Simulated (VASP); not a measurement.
Here is a VASP 6.6.1 calculation.

The input INCAR:

```
  PREC = Accurate
  ENCUT = 520
  EDIFF = 1E-6
  ISMEAR = 0
  SIGMA = 0.02
  LREAL = False
  LASPH = True
  NELM = 60
  ALGO = Normal
  ISIF = 2
  LWAVE = False
  LCHARG = False
  NBANDS = 16
```

Contents of KPOINTS:

```
Automatic mesh
0
Gamma
  9 9 6
```

File POSCAR:

```
AlN
1.0
    3.4236346788      0.0000000000      0.0000000000
   -1.7118173394      2.9649546052      0.0000000000
    0.0000000000      0.0000000000      4.3285582462
Al N
2 2
Direct
    0.3333333300      0.6666666700      0.7500000000
    0.6666666700      0.3333333300      0.2500000000
    0.3333333300      0.6666666700      0.2500000000
    0.6666666700      0.3333333300      0.7500000000
```

Potentials or basis: VASP PAW LDA potentials, release 64 (Al, N).

The run is started by

```console
$ cat potpaw_LDA.64/Al/POTCAR potpaw_LDA.64/N/POTCAR > POTCAR
$ mpirun -np 1 vasp_std > vasp.out
```

Task: Estimate the band gap on the k mesh.

Result: 2.54 eV.

Task: Predict the pressure.

Result: -23.9 GPa.

Stress tensor (GPa, compression positive):
```
-24.89   0.00   0.00
  0.00 -24.89   0.00
  0.00   0.00 -21.80
```

Caveat: the cell differs from its parent crystal (strained); the cell stands under tension.
